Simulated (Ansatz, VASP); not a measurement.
P: VASP beside Ansatz

```
P
1.0
     1.70487   -5.81200    0.00000
     1.70487    5.81200    0.00000
     0.00000    0.00000    4.62614
P
4
Direct
  0.09407 0.90593 0.91372
  0.59407 0.40593 0.58628
  0.90593 0.09407 0.08628
  0.40593 0.59407 0.41372
```

Change from the starting cell: strain +0.030 along x and y, +0.015 along z, atoms carried along.

Alike in both runs: task single point; functional PBE; k mesh 10 × 10 × 8; occupations gaussian, width 0.03 eV; no spin polarisation.

|  | VASP | Ansatz |
| --- | --- | --- |
| version | VASP 6.6.1 | Ansatz 0.2.0 |
| potentials or method | VASP PAW PBE potentials, release 64 (P), cutoff 520 eV | scalar-relativistic, plane waves, PAW |
| valence electrons in the cell | 20 | 20 |

```csv
,VASP,Ansatz,Ansatz less VASP
gap on the k mesh at the Fermi level (eV),0.22,0.20,-0.017
least direct gap on the mesh (eV),0.22,0.20,-0.017
pressure (GPa),-4.6,-4.3,+0.25
"traceless stress, the component that is largest in VASP (GPa)",-1.40,-1.40,+0.002
rms of the force components (eV/Å),0.329,0.305,-0.0240
```

Atom by atom the forces differ by 0.025 eV/Å (rms over components).
